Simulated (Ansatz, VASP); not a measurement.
BaF2 in VASP and in Ansatz

```
Ba F
1.0
     0.00000    3.09716    3.09716
     3.09716    0.00000    3.09716
     3.09716    3.09716    0.00000
Ba F
1 2
Cartesian
  0.0000 0.0000 0.0000
  1.5486 1.5486 1.5486
  4.6457 4.6457 4.6457
```

Alike in both runs: task single point; functional r2SCAN; k mesh 8 × 8 × 8; no spin polarisation.

```csv
,VASP,Ansatz
version,VASP 6.6.1,Ansatz 0.2.0
potentials or method,"VASP PAW PBE potentials, release 64 (Ba_sv, F)","plane waves, PAW"
plane-wave cutoff (eV),660,500
occupations,"gaussian, width 0.01 eV",fixed
valence electrons in the cell,24,24
```

VASP gave:

```
gap on the k mesh at the Fermi level (eV) : 7.34
pressure (GPa)                            : 0.9
```

**Question.** What did Ansatz give for the same quantities?

**Answer.** gap on the k mesh at the Fermi level (eV): 7.41; pressure (GPa): 0.0.

VASP's potentials were made for PBE, not for r2SCAN.

Neither program's run includes spin-orbit coupling.
